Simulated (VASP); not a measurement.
# Hf (P6_3/mmc) in VASP: notebook, part 2 of 2

VASP 6.6.1.

### Step 3. Relaxation of cell and atoms, PBEsol, target pressure 30 GPa, at which the enthalpy is minimised

The input, INCAR:

```
PREC     = Accurate       # precision mode
ENCUT    = 600            # plane-wave cutoff, eV
EDIFF    = 1E-6           # SCF threshold, eV
ISMEAR   = -1             # smearing method
SIGMA    = 0.05           # smearing width, eV
LREAL    = False          # projectors in reciprocal space
LASPH    = True           # aspherical terms in the spheres
NELM     = 80             # most SCF steps
ALGO     = Normal         # electronic algorithm
ISIF     = 3              # what is computed and relaxed
LWAVE    = False          # write WAVECAR
LCHARG   = False          # write CHGCAR
GGA      = PS             # functional
IBRION   = 2              # ionic algorithm
NSW      = 80             # ionic steps
EDIFFG   = -0.005         # ionic threshold
PSTRESS  = 300.0
```

The input, KPOINTS:

```
regular mesh
0
Gamma
  10 10 5
```

The input, POSCAR:

```
Hf
1.0
    3.1967000000      0.0000000000      0.0000000000
   -1.5983500000      2.7684234083      0.0000000000
    0.0000000000      0.0000000000      5.0578000000
Hf
2
Direct
    0.6666666667      0.3333333333      0.7500000000
    0.3333333333      0.6666666667      0.2500000000
```

Potentials or basis: VASP PAW PBE potentials, release 64 (Hf_pv).

On the command line:

```bash
$ cat potpaw_PBE.64/Hf_pv/POTCAR > POTCAR
$ mpirun -np 1 vasp_std > vasp.out
```

Wall time 3 min (1 thread of Intel Xeon Platinum 8488C (Sapphire Rapids), shared host); peak memory 0.21 GiB.

The run converged. Its results:

- Free energy: -20.4096 eV
- Relaxed volume: 17.79 Å³/atom
- Relaxed cell: a = 2.951 Å, b = 2.951 Å, c = 4.720 Å, α = 90.00°, β = 90.00°, γ = 120.00°
- Space group after relaxing (to 0.05 Å): P6_3/mmc (No. 194)
- Energy change on relaxing (the enthalpy is what falls): +290.3 meV/atom
- Ionic steps: 10
- Pressure after relaxing: 30.0 GPa
- Band gap on the k mesh: zero (band 10 reaches 7.65 eV, above the bottom of band 11 at 6.09 eV)

Step by step:
```tsv
step	energy change (eV)	largest force (eV/Å)	pressure (GPa)	volume (Å³)
1	0.0000	0.0000	-4.28	44.76
2	12.3591	0.0000	311.83	20.35
3	0.3235	0.0000	21.45	37.20
4	0.4829	0.0000	27.01	36.15
5	0.5764	0.0000	30.01	35.62
6	0.5453	0.0000	29.02	35.79
7	0.5488	0.0000	29.02	35.76
8	0.5495	0.0000	29.03	35.76
9	0.6434	0.0000	31.93	35.26
10	0.5805	0.0000	30.00	35.59
```

Final structure:
```
CELL_PARAMETERS angstrom
2.95059 0.00000 0.00000
-1.47529 2.55528 0.00000
0.00000 0.00000 4.72020
ATOMIC_POSITIONS crystal
Hf 0.66667 0.33333 0.75000
Hf 0.33333 0.66667 0.25000
```

Levels at points of the mesh, in eV from the Fermi level:
```tsv
k point	band 7	band 8	band 9	band 10	band 11	band 12	band 13	band 14
(0.00, 0.00, 0.00)	-8.10	-4.52	1.19	1.19	1.40	1.66	2.26	2.26
(0.50, 0.00, 0.00)	-3.75	-3.74	-3.07	-0.14	0.74	1.14	2.10	7.64
```

Caveat: the cell is relaxed towards a set pressure, so the enthalpy falls and the energy may rise; the volume moved by over 15 % at a fixed basis, so the end points are rough; the PAW data sets were made with another functional, which shifts forces and pressure a little; spin-orbit coupling is left out, which moves the levels of the heavy elements.

### Step 4. Single point, LDA

The input, INCAR:

```
SYSTEM = Hf
PREC = Accurate
ENCUT = 520
EDIFF = 1E-6
ISMEAR = -1
SIGMA = 0.05
LREAL = .False.
LASPH = .True.
NELM = 80
ALGO = Fast
ISIF = 2
LWAVE = .False.
LCHARG = .False.
NBANDS = 17
```

The input, KPOINTS:

```
Automatic mesh
0
Gamma
  6 6 3
  0 0 0
```

POSCAR is that of step 3.

Potentials or basis: VASP PAW LDA potentials, release 64 (Hf_pv).

On the command line:

```bash
$ cat potpaw_LDA.64/Hf_pv/POTCAR > POTCAR
$ mpirun -np 1 vasp_std > vasp.out
```

OUTCAR:

```text
SYSTEM = Hf
   PREC = Accurate
   ENCUT = 520
   EDIFF = 1E-6
   ISMEAR = -1
   LREAL = .False.
   LASPH = .True.
   NELM = 80
   ISIF = 2

 ion  position               nearest neighbor table
   1  0.667  0.333  0.750-   2 3.13   2 3.13   2 3.13   2 3.13   2 3.13   2 3.13
   2  0.333  0.667  0.250-   1 3.13   1 3.13   1 3.13   1 3.13   1 3.13   1 3.13

  LATTYP: Found a hexagonal cell.
 ALAT       =     3.1967000000
 C/A-ratio  =     1.5821941377

  Lattice vectors:

[... 458 lines left out ...]

  FORCE on cell =-STRESS in cart. coord.  units (eV):
  Direction    XX          YY          ZZ          XY          YZ          ZX
  --------------------------------------------------------------------------------------
  -------------------------------------------------------------------------------------
  Total       -1.9790534     -1.9790534     -1.8933417     -0.0000000      0.0000000      0.0000000
  in kB      -70.8389399    -70.8389399    -67.7709437     -0.0000000      0.0000000      0.0000000
  external PRESSURE =     -69.8162745 kB  Pullay stress =       0.0000000 kB

 VOLUME and BASIS-vectors are now :
 -----------------------------------------------------------------------------
  energy-cutoff  :      520.00
  volume of cell :       44.76
      direct lattice vectors                 reciprocal lattice vectors
     3.196700000  0.000000000  0.000000000     0.312822598  0.180608211  0.000000000
    -1.598350000  2.768423408  0.000000000     0.000000000  0.361216423  0.000000000
     0.000000000  0.000000000  5.057800000     0.000000000  0.000000000  0.197714421

 POSITION                                       TOTAL-FORCE (eV/Angst)
 -----------------------------------------------------------------------------------
      1.59835      0.92281      3.79335         0.000000      0.000000      0.000000
     -0.00000      1.84562      1.26445        -0.000000     -0.000000      0.000000
 -----------------------------------------------------------------------------------
    total drift:                               -0.000000      0.000000     -0.000000

  FREE ENERGIE OF THE ION-ELECTRON SYSTEM (eV)
  ---------------------------------------------------
  free  energy   TOTEN  =       -21.2656990802 eV

  energy  without entropy=      -21.2388241343  energy(sigma->0) =      -21.25226161
```

stdout:

```text
POSCAR found type information on POSCAR Hf
 POSCAR found :  1 types and       2 ions
 scaLAPACK will be used
 LDA part: xc-table for (Slater(with rela. corr.)+CA(PZ))
 , standard interpolation
 POSCAR, INCAR and KPOINTS ok, starting setup
 FFT: planning ... GRIDC
 FFT: planning ... GRID_SOFT
 FFT: planning ... GRID
 WAVECAR not read
 entering main loop
```

Run time: 18 s. Hardware: 1 thread of AMD EPYC 7R13 (Zen 3), shared host; peak memory 0.11 GiB.

Results:

* Free energy: -21.2657 eV
* Pressure: -7.0 GPa
* Band gap on the k mesh: zero (band 10 reaches 5.89 eV, above the bottom of band 11 at 4.73 eV)

Caveat: the k points lie up to 0.41 Å⁻¹ apart; spin-orbit coupling is left out, which moves the levels of the heavy elements.

### Step 5. Summary

| task | level | potentials or basis | cell | k mesh | cutoff (eV) | gap on the mesh (eV) | pressure (GPa) |
| --- | --- | --- | --- | --- | --- | --- | --- |
| relaxation of cell and atoms | PBEsol | VASP PAW PBE potentials, release 64 (Hf_pv) | relaxed to 20 GPa | 10 × 10 × 5 | 600 | none | 20.0 |
| relaxation of cell and atoms | PBEsol | VASP PAW PBE potentials, release 64 (Hf_pv) | relaxed to 30 GPa | 10 × 10 × 5 | 600 | none | 30.0 |
| single point | LDA | VASP PAW LDA potentials, release 64 (Hf_pv) | as given | 6 × 6 × 3 | 520 | none | -7.0 |

Alike in all rows: no spin polarisation; smearing fermi-dirac 0.05 eV.

Caveats: some runs use coarse meshes; spin-orbit coupling is left out, which moves the levels of the heavy elements; the cell is relaxed towards a set pressure, so the enthalpy falls and the energy may rise (some runs); the volume moved by over 15 % at a fixed basis, so the end points are rough (some runs); the PAW data sets were made with another functional, which shifts forces and pressure a little (some runs).

Absolute energies hang on the potentials; compare differences alone.
